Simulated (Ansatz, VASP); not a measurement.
NaI: VASP beside Ansatz

```
Na I
1.0
     0.00000    3.22972    3.22972
     3.27946    0.00000    3.22972
     3.27946    3.22972    0.00000
Na I
1 1
Cartesian
  0.0000 0.0000 0.0000
  3.2795 3.2297 3.2297
```

Change from the starting cell: uniaxial_x strain +1.5%.

Alike in both runs: task single point; functional r2SCAN; k mesh 8 × 8 × 8; no spin polarisation.

```csv
,VASP,Ansatz
version,VASP 6.6.1,Ansatz 0.2.0
potentials or method,"VASP PAW PBE potentials, release 64 (Na_pv, I)","plane waves, PAW"
plane-wave cutoff (eV),520,500
occupations,"gaussian, width 0.01 eV",fixed
valence electrons in the cell,14,26
```

|  | VASP | Ansatz | Ansatz less VASP |
| --- | --- | --- | --- |
| gap on the k mesh at the Fermi level (eV) | 4.40 | 4.39 | -0.009 |
| pressure (GPa) | -0.3 | -0.2 | +0.08 |
| traceless stress, the component that is largest in VASP (GPa) | -0.26 | -0.25 | +0.009 |

VASP's potentials were made for PBE, not for r2SCAN. VASP's potentials hold 14 valence electrons a cell and Ansatz's 26, so a difference there can come from the potentials and not from the codes.

Spin-orbit coupling is off throughout.
